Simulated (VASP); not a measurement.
**GaN: single point with PBE**

Crystal: GaN.

```xyz
2
Lattice="0.0000 2.2490 2.3052 2.2490 0.0000 2.3052 2.2490 2.2490 0.0000" Properties=species:S:1:pos:R:3 pbc="T T T"
Ga    0.0000    0.0000    0.0000
N     1.1245    1.1245    1.1526
```

This cell differs from its parent crystal: uniaxial z strain +2.5%.

* Program: VASP 6.6.1
* Task: single point
* Functional: PBE
* Potentials or basis: VASP PAW PBE potentials, release 64 (Ga_d, N)
* Cutoff: 520 eV
* k mesh: 6 × 6 × 6
* Occupations: gaussian, width 0.01 eV
* Spin: no spin polarisation

```yaml
Pressure: 1.6 GPa
Band_gap_on_the_k_mesh: 1.56 eV, direct
```

Stress tensor (GPa, compression positive):
```
 2.63  0.00  0.00
 0.00  2.63  0.00
 0.00  0.00 -0.57
```

Levels at points of the mesh, in eV from the valence-band top:
| k point | band 7 | band 8 | band 9 | band 10 | band 11 | band 12 |
| --- | --- | --- | --- | --- | --- | --- |
| (0.00, 0.00, 0.00) | -0.12 | 0.00 | 0.00 | 1.56 | 10.12 | 10.12 |
| (0.50, 0.00, 0.00) | -6.96 | -1.08 | -0.89 | 4.45 | 8.59 | 10.07 |
| (0.50, 0.50, 0.00) | -6.26 | -2.55 | -2.55 | 3.41 | 6.76 | 11.32 |
| (0.50, 0.00, 0.50) | -6.00 | -2.74 | -2.73 | 3.25 | 6.38 | 11.64 |

Wall time 7.9 s on 1 thread of Intel(R) Xeon(R) Platinum 8259CL CPU @ 2.50GHz (Skylake/Cascade Lake) (shared host), peak memory 0.14 GiB.

Caveat: the cell differs from its parent crystal (uniaxial z strain +2.5%).
